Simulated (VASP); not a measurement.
Set up this calculation in VASP 6.6.1, as the native input.

```
Task                   : relaxation of cell and atoms
Functional             : LDA
Potentials or basis    : VASP PAW PBE potentials, release 64 (Lu)
Cutoff                 : 600 eV
k mesh                 : 15 × 15 × 15
Occupations            : fermi-dirac, width 0.1 eV
Spin                   : no spin polarisation
Target pressure        : 5 GPa
Dipole correction      : no
Further INCAR settings : ALGO = Normal; EDIFF = 1e-06; IBRION = 2; EDIFFG = -0.02; NSW = 60; ISIF = 3
```

The structure of Lu lies in POSCAR:

```
Lu
1.0
    3.1900000000      0.0000000000      0.0000000000
    0.0000000000      3.1900000000      0.0000000000
    0.0000000000      0.0000000000      3.1900000000
Lu
1
Direct
    0.0000000000      0.0000000000      0.0000000000
```

This isn't the form of Lu at room conditions, which is hcp.

The input as run:

INCAR

```
PREC = Accurate
ENCUT = 600
EDIFF = 1E-6
ISMEAR = -1
SIGMA = 0.1
LREAL = False
LASPH = True
NELM = 100
ALGO = Normal
ISIF = 3
LWAVE = False
LCHARG = False
GGA = CA
IBRION = 2
NSW = 60
EDIFFG = -0.02
PSTRESS = 50.0
```

KPOINTS

```
Automatic mesh
0
Gamma
  15 15 15
```

Potentials or basis: VASP PAW PBE potentials, release 64 (Lu).

Run with:

```console
$ cat potpaw_PBE.64/Lu/POTCAR > POTCAR
$ mpirun -np 1 vasp_std > vasp.out
```

Results of the run:

The relaxed volume is 25.42 Å³/atom. The relaxed cell is a = 2.940 Å, b = 2.940 Å, c = 2.940 Å, α = 90.00°, β = 90.00°, γ = 90.00°. The space group after relaxing (to 0.1 Å) is Pm-3m (No. 221) and the energy change on relaxing (the run minimises the enthalpy) is -2.6 meV/atom. The ionic steps are 6. The pressure after relaxing is 5.0 GPa and the band gap on the k mesh is zero (an odd number of electrons rules out a gap without spin polarisation).

Caveat: the cell is relaxed towards a set pressure, so the run minimises the enthalpy, not the energy; the volume moved by over 15 % at a fixed basis, so the end points are rough; the PAW data sets were made with another functional, which shifts forces and pressure a little; spin-orbit coupling is left out, which moves the levels of the heavy elements.

It took 6.6 min on 1 thread of Intel(R) Xeon(R) Platinum 8375C CPU @ 2.90GHz (Ice Lake), on a shared host, peak memory 0.22 GiB.
